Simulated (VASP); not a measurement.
Wanted: the native input for a VASP 6.6.1 run.

```
Task                               : relaxation of cell and atoms
Functional                         : HF
Potentials or basis                : VASP PAW PBE potentials, release 64 (Ga_d, F)
Cutoff                             : 600 eV
k mesh                             : 4 × 4 × 4
Occupations                        : fermi-dirac, width 0.05 eV
Spin                               : no spin polarisation
Dipole correction                  : no
Grid for exact exchange (PRECFOCK) : Normal
Further INCAR settings             : ALGO = Normal; EDIFF = 1e-06; IBRION = 2; EDIFFG = -0.01; NSW = 60; ISIF = 3
Share of exact exchange            : 1
```

The system is GaF.

```xyz
2
Lattice="3.1659 0.0000 0.0000 0.0000 3.1659 0.0000 0.0000 0.0000 3.1659" Properties=species:S:1:pos:R:3 pbc="T T T"
Ga    0.0000    0.0000    0.0000
F     1.5830    1.5830    1.5830
```

One way to write it, as run:

POSCAR

```
GaF
1.0
    3.1659200000      0.0000000000      0.0000000000
    0.0000000000      3.1659200000      0.0000000000
    0.0000000000      0.0000000000      3.1659200000
Ga F
1 1
Direct
    0.0000000000      0.0000000000      0.0000000000
    0.5000000000      0.5000000000      0.5000000000
```

INCAR.step1

```
  PREC = Accurate
  ENCUT = 600
  EDIFF = 1E-5
  ISMEAR = -1
  SIGMA = 0.05
  LREAL = F
  LASPH = T
  NELM = 100
  ALGO = Normal
  LWAVE = T
  LCHARG = F
  GGA = PE
  NBANDS = 17
```

INCAR.step2

```
  PREC = Accurate
  ENCUT = 600
  EDIFF = 1E-6
  ISMEAR = -1
  SIGMA = 0.05
  LREAL = F
  LASPH = T
  NELM = 100
  ALGO = Normal
  ISIF = 3
  LWAVE = F
  LCHARG = F
  GGA = PE
  LHFCALC = T
  AEXX = 1.0
  ALDAC = 0.0
  AGGAC = 0.0
  PRECFOCK = Normal
  IBRION = 2
  NSW = 60
  EDIFFG = -0.01
  ISTART = 1
```

KPOINTS

```
regular mesh
0
Gamma
  4 4 4
```

Potentials or basis: VASP PAW PBE potentials, release 64 (Ga_d, F).

Launch:

```sh
$ cat potpaw_PBE.64/Ga_d/POTCAR potpaw_PBE.64/F/POTCAR > POTCAR
$ cp INCAR.step1 INCAR
$ mpirun -np 1 vasp_std > vasp.out
$ cp INCAR.step2 INCAR
$ mpirun -np 1 vasp_std > vasp.out
```

Results of the run:

| Item | Value |
| --- | --- |
| Relaxed volume | 18.68 Å³/atom |
| Relaxed cell | a = 3.343 Å, b = 3.343 Å, c = 3.343 Å, α = 90.00°, β = 90.00°, γ = 90.00° |
| Space group after relaxing (to 0.1 Å) | Pm-3m (No. 221) |
| Energy gained by relaxing | 52.7 meV/atom |
| Ionic steps | 4 |
| Pressure after relaxing | 0.0 GPa |
| Band gap on the k mesh | 6.97 eV (least direct gap 9.19 eV) |

Caveat: the k points lie up to 0.47 Å⁻¹ apart in the final cell; the volume moved by over 15 % at a fixed basis, so the end points are rough; the PAW data sets were made with another functional, which shifts forces and pressure a little.

Run time: 46 min on 1 thread of Oxide Virtual Turin-like Processor, on a shared host, peak memory 0.15 GiB.
